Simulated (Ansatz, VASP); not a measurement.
**KTaSe2: VASP beside Ansatz**

```
K Ta Se
1.0
    -3.14706    3.14706    3.15794
     3.14706   -3.14706    3.15794
     3.14706    3.14706   -3.15794
K Ta Se
1 1 2
Direct
  0.00000 0.00000 0.00000
  0.50000 0.50000 0.00000
  0.50000 0.00000 0.50000
  0.00000 0.50000 0.50000
```

Alike in both runs: task single point; functional PBE; k mesh 4 × 4 × 4; occupations gaussian, width 0.1 eV; collinear spin.

|  | VASP | Ansatz |
| --- | --- | --- |
| version | VASP 6.6.1 | Ansatz 0.2.0 |
| potentials or method | VASP PAW PBE potentials, release 64 (K_sv, Ta_pv, Se), cutoff 520 eV | scalar-relativistic, plane waves, PAW |
| valence electrons in the cell | 32 | 54 |

```csv
,VASP,Ansatz,Ansatz less VASP
gap on the k mesh at the Fermi level (eV),none,none,-
pressure (GPa),-5.2,-5.3,-0.03
"traceless stress, the component that is largest in VASP (GPa)",7.46,7.50,+0.037
net moment per atom (μB),0.80,0.80,-0.002
size of the moment on the site where the two differ most (μB),2.10,2.27,+0.168
```

Site moments also hang on the region over which each program counts them. A gap of «none» marks a metal or a gap that the smearing closes. VASP's potentials hold 32 valence electrons a cell and Ansatz's 54, so a difference there can come from the potentials and not from the codes.

Neither program's run includes spin-orbit coupling.
